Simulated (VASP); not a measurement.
# CaO (Fm-3m) in VASP: notebook

Runs on CaO. Level: PBEsol. Tasks: single point.

All numbers are computed with VASP 6.6.1; they aren't measurements. Logs are shortened: lines on timing, memory, paths and dates and some standing lists are left out, and cuts for length are marked.

### 1 The cell of the first run

The structure is cubic, space group Fm-3m (No. 225). Conventional cell: a = 4.767 Å, b = 4.767 Å, c = 4.767 Å, α = 90.00°, β = 90.00°, γ = 90.00°. Ca (site symmetry m-3m) has 6 O at 2.38 Å within 3.1 Å. O (site symmetry m-3m) has 6 Ca at 2.38 Å within 3.1 Å.

### 2 Single point, PBEsol

File INCAR:

```
SYSTEM = CaO
PREC = Accurate
ENCUT = 520
EDIFF = 1E-6
ISMEAR = 0
SIGMA = 0.05
LREAL = .False.
LASPH = .True.
NELM = 80
ALGO = Normal
ISIF = 2
LWAVE = .False.
LCHARG = .False.
GGA = PS
NBANDS = 15
```

File KPOINTS:

```
Automatic mesh
0
Gamma
  12 12 12
  0 0 0
```

File POSCAR:

```
CaO
1.0
    0.0000000000      2.3834255694      2.3834255694
    2.3834255694      0.0000000000      2.3834255694
    2.3834255694      2.3834255694      0.0000000000
Ca O
1 1
Direct
    0.5000000000      0.5000000000      0.5000000000
    0.0000000000      0.0000000000      0.0000000000
```

Potentials or basis: VASP PAW PBE potentials, release 64 (Ca_sv, O).

Run with:

```sh
$ cat potpaw_PBE.64/Ca_sv/POTCAR potpaw_PBE.64/O/POTCAR > POTCAR
$ mpirun -np 1 vasp_std > vasp.out
```

OUTCAR:

```text
SYSTEM = CaO
   PREC = Accurate
   ENCUT = 520
   EDIFF = 1E-6
   ISMEAR = 0
   LREAL = .False.
   LASPH = .True.
   NELM = 80
   ISIF = 2
   GGA = PS

 ion  position               nearest neighbor table
   1  0.500  0.500  0.500-   2 2.38   2 2.38   2 2.38   2 2.38   2 2.38   2 2.38
   2  0.000  0.000  0.000-   1 2.38   1 2.38   1 2.38   1 2.38   1 2.38   1 2.38

  LATTYP: Found a face centered cubic cell.
 ALAT       =     4.7668511388

  Lattice vectors:

 A1 = (   0.0000000000,   2.3834255694,   2.3834255694)
 A2 = (   2.3834255694,   0.0000000000,   2.3834255694)
 A3 = (   2.3834255694,   2.3834255694,   0.0000000000)

Analysis of symmetry for initial positions (statically):
=====================================================================
 Subroutine PRICEL returns:
 Original cell was already a primitive cell.

 Routine SETGRP: Setting up the symmetry group for a
 face centered cubic supercell.

 Subroutine GETGRP returns: Found 48 space group operations
 (whereof 48 operations were pure point group operations)
 out of a pool of 48 trial point group operations.

The static configuration has the point symmetry O_h .

Analysis of symmetry for dynamics (positions and initial velocities):
=====================================================================
 Subroutine PRICEL returns:
 Original cell was already a primitive cell.

 Routine SETGRP: Setting up the symmetry group for a
 face centered cubic supercell.

 Subroutine GETGRP returns: Found 48 space group operations
 (whereof 48 operations were pure point group operations)
 out of a pool of 48 trial point group operations.

The dynamic configuration has the point symmetry O_h .

 Subroutine INISYM returns: Found 48 space group operations
 (whereof 48 operations are pure point group operations),
 and found     1 'primitive' translations

----------------------------------------------------------------------------------------

                                     Primitive cell

  volume of cell :      27.0791

  direct lattice vectors                    reciprocal lattice vectors
     0.000000000  2.383425569  2.383425569    -0.209782091  0.209782091  0.209782091
     2.383425569  0.000000000  2.383425569     0.209782091 -0.209782091  0.209782091
     2.383425569  2.383425569  0.000000000     0.209782091  0.209782091 -0.209782091

  length of vectors
     3.370672765  3.370672765  3.370672765     0.363353240  0.363353240  0.363353240

  position of ions in fractional coordinates (direct lattice)
     0.500000000  0.500000000  0.500000000
     0.000000000  0.000000000  0.000000000

  ion indices of the primitive-cell ions
   primitive index   ion index
                 1           1
                 2           2

----------------------------------------------------------------------------------------

 KPOINTS: Automatic mesh

Automatic generation of k-mesh.
 Grid dimensions read from file:
 generate k-points for:   12   12   12

 Generating k-lattice:

  Cartesian coordinates                     Fractional coordinates (reciprocal lattice)
    -0.017481841  0.017481841  0.017481841     0.083333333  0.000000000  0.000000000
     0.017481841 -0.017481841  0.017481841     0.000000000  0.083333333  0.000000000
     0.017481841  0.017481841 -0.017481841     0.000000000  0.000000000  0.083333333

  Length of vectors
     0.030279437  0.030279437  0.030279437

  Shift w.r.t. Gamma in fractional coordinates (k-lattice)
     0.000000000  0.000000000  0.000000000

 Subroutine IBZKPT returns following result:
 ===========================================

 Found     72 irreducible k-points:

 Following reciprocal coordinates:
            Coordinates               Weight
  0.000000  0.000000  0.000000      1.000000
  0.083333  0.000000  0.000000      8.000000
  0.166667  0.000000  0.000000      8.000000
  0.250000  0.000000  0.000000      8.000000
  0.333333  0.000000  0.000000      8.000000
  0.416667  0.000000  0.000000      8.000000
[... 16 lines left out ...]
  0.500000  0.166667  0.000000     24.000000
 -0.416667  0.166667  0.000000     24.000000
 [... further k-points ...]
   k-points           NKPTS =     72   k-points in BZ     NKDIM =     72   number of bands    NBANDS=     15
   number of dos      NEDOS =    301   number of ions     NIONS =      2
   total plane-waves  NPLWV =  21952
   dimension x,y,z NGX =    28 NGY =   28 NGZ =   28
   dimension x,y,z NGXF=    56 NGYF=   56 NGZF=   56
   ions per type =               1   1
   NGX,Y,Z   is equivalent  to a cutoff of  13.81, 13.81, 13.81 a.u.
   NGXF,Y,Z  is equivalent  to a cutoff of  27.62, 27.62, 27.62 a.u.
 SYSTEM =  CaO
   PREC   = accura    normal or accurate (medium, high low for compatibility)
   ISTART =      0    job   : 0-new  1-cont  2-samecut
   ICHARG =      2    charge: 1-file 2-atom 10-const
   ISPIN  =      1    spin polarized calculation?
   LNONCOLLINEAR =      F non collinear calculations
   LSORBIT =      F    spin-orbit coupling
   LASPH  =      T    aspherical Exc in radial PAW
   ENCUT  =  520.0 eV  38.22 Ry    6.18 a.u.   6.27  6.27  6.27*2*pi/ulx,y,z
   NELM   =     80;   NELMIN=  2; NELMDL= -5     # of ELM steps
   EDIFF  = 0.1E-05   stopping-criterion for ELM
   LREAL  =      F    real-space projection
   EDIFFG = 0.1E-04   stopping-criterion for IOM
   NSW    =      0    number of steps for IOM
   IBRION =     -1    ionic relax: 0-MD 1-quasi-New 2-CG
   NFREE  =      0    steps in history (QN), initial steepest desc. (CG)
   ISIF   =      2    stress and relaxation
   ISYM   =      2    0-nonsym 1-usesym 2-fastsym
   POTIM  = 0.5000    time-step for ionic-motion
   TEBEG  =    0.0;   TEEND  =   0.0 temperature during run
   PSTRESS=    0.0 pullay stress
   NELECT =      16.0000    total number of electrons
   NUPDOWN=      -1.0000    fix difference up-down
   EMIN   =  10.00;   EMAX   =-10.00  energy-range for DOS
   EFERMI =   0.00;   METHOD = LEGACY
   ISMEAR =     0;   SIGMA  =   0.05  broadening in eV -4-tet -1-fermi 0-gaus
   EFERMI_NEDOS =   21; number of points for ismear=-14 and -15
   IALGO  =     38    algorithm
   IMIX   =      4    mixing-type and parameters
     AMIX     =   0.40;   BMIX     =  1.00
     AMIX_MAG =   1.60;   BMIX_MAG =  1.00
  volume/ion in A,a.u.               =      13.54        91.37
  Fermi-wavevector in a.u.,A,eV,Ry     =   1.373736  2.595984 25.676237  1.887150
  Thomas-Fermi vector in A             =   2.499226
   LORBIT       =      0    0 simple, 1 ext, 2 COOP (PROOUT), +10 PAW based schemes
   GGA     = PS    functional components
   LHFCALC =     F    Hartree Fock is set to
   AEXX    =    0.0000 exact exchange contribution
   IVDW    =     0    specifies the selected vdW correction
   LEPSILON=     F    determine dielectric tensor
   LRPA    =     F    only Hartree local field effects (RPA)
 non-spin polarized calculation
 Gauss-broadening in eV      SIGMA  =   0.05
  energy-cutoff  :      520.00
  volume of cell :       27.08
 maximum number of plane-waves:       745
 NGX is ok and might be reduce to    28
   NGX = 13   NGY = 13   NGZ = 13

 number of electron      15.9999997 magnetization

 Free energy of the ion-electron system (eV)
  ---------------------------------------------------
  ext. energy  EPLUGINS =         0.00000000
  ---------------------------------------------------
  free energy    TOTEN  =       -13.41076470 eV

  energy without entropy =      -13.41076470  energy(sigma->0) =      -13.41076470

 E-fermi :   2.5378     XC(G=0): -10.8597

 val. band max:        2.3373751204   @ k =   0.0000   0.0000   0.0000
 cond. band min:       5.8585377300   @ k =   0.5000   0.5000   0.0000
 fundamental gap:      3.5211626096
 Fermi energy:         2.5378360033

 k-point     1 :       0.0000    0.0000    0.0000
  band No.  band energies     occupation
      1     -34.9506      2.00000
      2     -15.7723      2.00000
      3     -15.7723      2.00000
      4     -15.7723      2.00000
      5     -13.1554      2.00000
      6       2.3374      2.00000
      7       2.3374      2.00000
      8       2.3374      2.00000
      9       7.1021      0.00000
     10       8.5871      0.00000
     11       8.5871      0.00000
     12       8.5871      0.00000
     13      10.1682      0.00000
     14      10.1682      0.00000
     15      17.3181      0.00000

 k-point     2 :       0.0833    0.0000    0.0000
  band No.  band energies     occupation
      1     -34.9427      2.00000
      2     -15.8933      2.00000
      3     -15.7763      2.00000
      4     -15.7763      2.00000
      5     -13.0302      2.00000
      6       2.0671      2.00000
      7       2.2326      2.00000
      8       2.2326      2.00000
      9       7.4361      0.00000
     10       8.5567      0.00000
     11       8.7129      0.00000
     12       8.7129      0.00000
     13      10.3470      0.00000
     14      10.3470      0.00000
     15      17.6340      0.00000

 k-point     3 :       0.1667    0.0000    0.0000
  band No.  band energies     occupation
      1     -34.9210      2.00000
      2     -16.1808      2.00000
      3     -15.7872      2.00000
      4     -15.7872      2.00000
      5     -12.7304      2.00000
      6       1.4407      2.00000
      7       1.9653      2.00000
      8       1.9653      2.00000
      9       8.2192      0.00000
     10       8.5683      0.00000
     11       9.0696      0.00000
     12       9.0696      0.00000
     13      10.8299      0.00000
     14      10.8299      0.00000
     15      18.2873      0.00000
[... 343 lines left out ...]
 k-point    23 :       0.5000    0.1667    0.0000
  band No.  band energies     occupation
      1     -34.8221      2.00000
      2     -16.8648      2.00000
      3     -15.9539      2.00000
      4     -15.8814      2.00000
      5     -12.0517      2.00000
      6       0.0414      2.00000
      7       1.1138      2.00000
      8       1.2810      2.00000
      9       8.6382      0.00000
     10      10.0145      0.00000
     11      11.1074      0.00000
     12      11.5621      0.00000
     13      12.6033      0.00000
     14      13.6415      0.00000
     15      16.7247      0.00000

 k-point    24 :      -0.4167    0.1667    0.0000
  band No.  band energies     occupation
      1     -34.8200      2.00000
      2     -16.8864      2.00000
      3     -15.9837      2.00000
      4     -15.8606      2.00000
      5     -12.0060      2.00000
      6      -0.0323      2.00000
      7       1.1553      2.00000
      8       1.1592      2.00000
      9       9.2783      0.00000
     10       9.6009      0.00000
     11      10.8946      0.00000
     12      11.5577      0.00000
     13      12.9381      0.00000
     14      13.8214      0.00000
     15      16.5821      0.00000

 [... further k-points ...]
[... 5 lines left out ...]
  --------------------------------------------------------------------------------------
  -------------------------------------------------------------------------------------
  Total        0.1071326      0.1071326      0.1071326     -0.0000000     -0.0000000     -0.0000000
  in kB        6.3386620      6.3386620      6.3386620     -0.0000000     -0.0000000     -0.0000000
  external PRESSURE =       6.3386620 kB  Pullay stress =       0.0000000 kB

 VOLUME and BASIS-vectors are now :
 -----------------------------------------------------------------------------
  energy-cutoff  :      520.00
  volume of cell :       27.08
      direct lattice vectors                 reciprocal lattice vectors
     0.000000000  2.383425569  2.383425569    -0.209782091  0.209782091  0.209782091
     2.383425569  0.000000000  2.383425569     0.209782091 -0.209782091  0.209782091
     2.383425569  2.383425569  0.000000000     0.209782091  0.209782091 -0.209782091

 POSITION                                       TOTAL-FORCE (eV/Angst)
 -----------------------------------------------------------------------------------
      2.38343      2.38343      2.38343        -0.000000      0.000000      0.000000
      0.00000      0.00000      0.00000         0.000000     -0.000000     -0.000000
 -----------------------------------------------------------------------------------
    total drift:                                0.000000      0.000000      0.000000

  FREE ENERGIE OF THE ION-ELECTRON SYSTEM (eV)
  ---------------------------------------------------
  free  energy   TOTEN  =       -13.4107646967 eV

  energy  without entropy=      -13.4107646967  energy(sigma->0) =      -13.41076470
```

Wall time 30 s (1 thread of Intel Xeon Platinum 8488C (Sapphire Rapids), shared host); peak memory 0.17 GiB.

Results:

```
Free energy            : -13.4108 eV
Pressure               : 0.6 GPa
Band gap on the k mesh : 3.52 eV, indirect (least direct gap 3.89 eV)
```

Levels at points of the mesh, in eV from the valence-band top:
```
           k point  band 6  band 7  band 8  band 9  band 10  band 11
(0.00, 0.00, 0.00)    0.00    0.00    0.00    4.76     6.25     6.25
(0.50, 0.00, 0.00)   -2.75   -1.27   -1.27    7.13     8.51     8.51
(0.50, 0.50, 0.00)   -1.31   -0.37   -0.37    3.52     8.23     9.07
```

Caveat: the PAW data sets were made with another functional, which shifts forces and pressure a little. Expect the measured gap to be larger: semilocal functionals such as PBEsol lack the derivative discontinuity.

### 3 Single point, PBEsol

This run uses another cell than the first one, of 14.83 Å³/atom, 1.096 times its volume.

File INCAR:

```
PREC = Accurate ; ENCUT = 520
EDIFF = 1E-7 ; ISMEAR = 0
SIGMA = 0.05 ; LREAL = False
LASPH = True ; NELM = 60
ALGO = Normal ; ISIF = 2
LWAVE = False ; LCHARG = False
GGA = PS ; NBANDS = 15
```

File KPOINTS:

```
regular mesh
0
Gamma
  12 12 12
```

File POSCAR:

```
CaO
1.0
    0.0000000000      2.4571348868      2.4571348868
    2.4571348868      0.0000000000      2.4571348868
    2.4571348868      2.4571348868      0.0000000000
Ca O
1 1
Direct
    0.5000000000      0.5000000000      0.5000000000
    0.0000000000      0.0000000000      0.0000000000
```

Potentials or basis: VASP PAW PBE potentials, release 64 (Ca_sv, O).

Run with:

```sh
$ cat potpaw_PBE.64/Ca_sv/POTCAR potpaw_PBE.64/O/POTCAR > POTCAR
$ mpirun -np 1 vasp_std > vasp.out
```

OUTCAR:

```text
PREC = Accurate
   ENCUT = 520
   EDIFF = 1E-7
   ISMEAR = 0
   LREAL = False
   LASPH = True
   NELM = 60
   ISIF = 2
   GGA = PS

 ion  position               nearest neighbor table
   1  0.500  0.500  0.500-   2 2.46   2 2.46   2 2.46   2 2.46   2 2.46   2 2.46
   2  0.000  0.000  0.000-   1 2.46   1 2.46   1 2.46   1 2.46   1 2.46   1 2.46

  LATTYP: Found a face centered cubic cell.
 ALAT       =     4.9142697736

  Lattice vectors:

 A1 = (   0.0000000000,   2.4571348868,   2.4571348868)
 A2 = (   2.4571348868,   0.0000000000,   2.4571348868)
 A3 = (   2.4571348868,   2.4571348868,   0.0000000000)

Analysis of symmetry for initial positions (statically):
=====================================================================
 Subroutine PRICEL returns:
 Original cell was already a primitive cell.

 Routine SETGRP: Setting up the symmetry group for a
 face centered cubic supercell.

 Subroutine GETGRP returns: Found 48 space group operations
 (whereof 48 operations were pure point group operations)
 out of a pool of 48 trial point group operations.

The static configuration has the point symmetry O_h .

Analysis of symmetry for dynamics (positions and initial velocities):
[... 169 lines left out ...]
      1     -35.8315      2.00000
      2     -16.7150      2.00000
      3     -16.7150      2.00000
      4     -16.7150      2.00000
      5     -13.4855      2.00000
      6       1.8316      2.00000
      7       1.8316      2.00000
      8       1.8316      2.00000
      9       5.8842      0.00000
     10       7.8636      0.00000
     11       7.8636      0.00000
     12       7.8636      0.00000
     13       9.2845      0.00000
     14       9.2845      0.00000
[... 401 lines left out ...]
      2     -17.4833      2.00000
      3     -16.8704      2.00000
      4     -16.7829      2.00000
      5     -12.6424      2.00000
      6      -0.3653      2.00000
      7       0.7635      2.00000
      8       0.8048      2.00000
      9       8.3863      0.00000
     10       8.6785      0.00000
     11       9.9099      0.00000
     12      10.3658      0.00000
     13      11.6882      0.00000
     14      12.4992      0.00000
     15      14.8875      0.00000

 [... further k-points ...]
[... 5 lines left out ...]
  --------------------------------------------------------------------------------------
  -------------------------------------------------------------------------------------
  Total       -1.5190233     -1.5190233     -1.5190233     -0.0000000      0.0000000     -0.0000000
  in kB      -82.0272286    -82.0272286    -82.0272286     -0.0000000      0.0000000     -0.0000000
  external PRESSURE =     -82.0272286 kB  Pullay stress =       0.0000000 kB

 VOLUME and BASIS-vectors are now :
 -----------------------------------------------------------------------------
  energy-cutoff  :      520.00
  volume of cell :       29.67
      direct lattice vectors                 reciprocal lattice vectors
     0.000000000  2.457134887  2.457134887    -0.203489032  0.203489032  0.203489032
     2.457134887  0.000000000  2.457134887     0.203489032 -0.203489032  0.203489032
     2.457134887  2.457134887  0.000000000     0.203489032  0.203489032 -0.203489032

 POSITION                                       TOTAL-FORCE (eV/Angst)
 -----------------------------------------------------------------------------------
      2.45713      2.45713      2.45713         0.000000     -0.000000      0.000000
      0.00000      0.00000      0.00000        -0.000000      0.000000     -0.000000
 -----------------------------------------------------------------------------------
    total drift:                                0.000000      0.000000      0.000000

  FREE ENERGIE OF THE ION-ELECTRON SYSTEM (eV)
  ---------------------------------------------------
  free  energy   TOTEN  =       -13.3467831933 eV

  energy  without entropy=      -13.3467831933  energy(sigma->0) =      -13.34678319
```

OSZICAR:

```text
N       E                     dE             d eps       ncg     rms          rms(c)
DAV:   1     0.113485129610E+03    0.11349E+03   -0.79934E+03  2168   0.106E+03
DAV:   2    -0.857427806223E+01   -0.12206E+03   -0.11287E+03  2615   0.284E+02
DAV:   3    -0.147107481028E+02   -0.61365E+01   -0.60862E+01  3490   0.582E+01
DAV:   4    -0.148620692378E+02   -0.15132E+00   -0.15124E+00  2607   0.676E+00
DAV:   5    -0.148633070360E+02   -0.12378E-02   -0.12378E-02  2828   0.584E-01    0.806E+00
DAV:   6    -0.134631991749E+02    0.14001E+01   -0.45890E+00  2385   0.205E+01    0.377E+00
DAV:   7    -0.133634695728E+02    0.99730E-01   -0.39276E-01  2420   0.630E+00    0.181E+00
DAV:   8    -0.133472477735E+02    0.16222E-01   -0.74501E-02  2727   0.299E+00    0.371E-01
DAV:   9    -0.133463993869E+02    0.84839E-03   -0.44125E-03  2272   0.541E-01    0.110E-01
DAV:  10    -0.133468298547E+02   -0.43047E-03   -0.60642E-04  2714   0.279E-01    0.722E-02
DAV:  11    -0.133467850909E+02    0.44764E-04   -0.57173E-05  2849   0.103E-01    0.113E-02
DAV:  12    -0.133467831610E+02    0.19300E-05   -0.11573E-05  2627   0.400E-02    0.571E-03
DAV:  13    -0.133467831933E+02   -0.32309E-07   -0.74882E-07  2433   0.996E-03
   1 F= -.13346783E+02 E0= -.13346783E+02  d E =-.190734E-12
```

stdout:

```text
POSCAR found type information on POSCAR CaO
 POSCAR found :  2 types and       2 ions
 scaLAPACK will be used
 -----------------------------------------------------------------------------
|                                                                             |
|                                                                             |
|     You enforced a specific xc type in the INCAR file but a different       |
|     I HOPE YOU KNOW WHAT YOU ARE DOING!                                     |
|                                                                             |
 -----------------------------------------------------------------------------

 LDA part: xc-table for (Slater+PW92), standard interpolation
 POSCAR, INCAR and KPOINTS ok, starting setup
 FFT: planning ... GRIDC
 FFT: planning ... GRID_SOFT
 FFT: planning ... GRID
 WAVECAR not read
 entering main loop
```

Run time: 39 s. Hardware: 1 thread of Intel Xeon Platinum 8488C (Sapphire Rapids), shared host; peak memory 0.18 GiB.

Results:

- Free energy: -13.3468 eV
- Pressure: -8.2 GPa
- Band gap on the k mesh: 3.55 eV, indirect (least direct gap 3.94 eV)

Caveat: the PAW data sets were made with another functional, which shifts forces and pressure a little. A k mesh can miss the band edges.
